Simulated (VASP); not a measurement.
Set up this calculation in VASP 6.6.1, as the native input.

- Task: single point
- Functional: LDA
- Potentials or basis: VASP PAW LDA potentials, release 64 (Ta_pv, N)
- Cutoff: 520 eV
- k mesh: 4 × 4 × 6
- Occupations: gaussian, width 0.05 eV
- Spin: collinear spin, ferromagnetic start
- Starting moments: [2.0, 2.0, 2.0, 0.0, 0.0, 0.0] μB
- Hubbard terms: Ta d U = 3.0 eV
- Dipole correction: no
- Further INCAR settings: ALGO = Normal; EDIFF = 1e-07; NBANDS = 37

The structure of TaN lies in POSCAR:

```
TaN
1.0
    5.1960001500      0.0000000000      0.0000000000
   -2.5980000800      4.4998681300      0.0000000000
    0.0000000000      0.0000000000      2.9109996000
Ta N
3 3
Direct
    0.3333333333      0.6666666667      0.5000000000
    0.6666666667      0.3333333333      0.5000000000
    0.0000000000      0.0000000000      0.0000000000
    0.3928500000      0.0000000000      0.0000000000
    0.6071500000      0.6071500000      0.0000000000
    0.0000000000      0.3928500000      0.0000000000
```

The input as run:

INCAR

```
SYSTEM = TaN
  PREC = Accurate
  ENCUT = 520
  EDIFF = 1E-7
  ISMEAR = 0
  SIGMA = 0.05
  LREAL = .FALSE.
  LASPH = .TRUE.
  NELM = 150
  ALGO = Normal
  ISIF = 2
  LWAVE = .FALSE.
  LCHARG = .FALSE.
  ISPIN = 2
  MAGMOM = 2 2 2 0 0 0
  LORBIT = 11
  LMAXMIX = 4
  LDAU = .TRUE.
  LDAUTYPE = 2
  LDAUL = 2 -1
  LDAUU = 3 0
  LDAUJ = 0 0
  LDAUPRINT = 1
  GGA = CA
  NBANDS = 37
```

KPOINTS

```
Automatic mesh
0
G
  4 4 6
  0 0 0
```

Potentials or basis: VASP PAW LDA potentials, release 64 (Ta_pv, N).

Command:

```console
$ cat potpaw_LDA.64/Ta_pv/POTCAR potpaw_LDA.64/N/POTCAR > POTCAR
$ mpirun -np 1 vasp_std > vasp.out
```

Results of the run:

- Pressure: 0.7 GPa
- Largest force: 0.152 eV/Å
- Band gap on the k mesh: zero (filled and empty bands overlap)
- Net moment: 0.00 μB per cell
- Valence electrons inside the program's atomic spheres: Ta 8.88, 8.92; N 3.78

Caveat: spin-orbit coupling is left out, which moves the levels of the heavy elements.

Run time: 59 s on 1 thread of Intel(R) Xeon(R) Platinum 8488C (Sapphire Rapids), with other jobs on the host, peak memory 0.2 GiB.
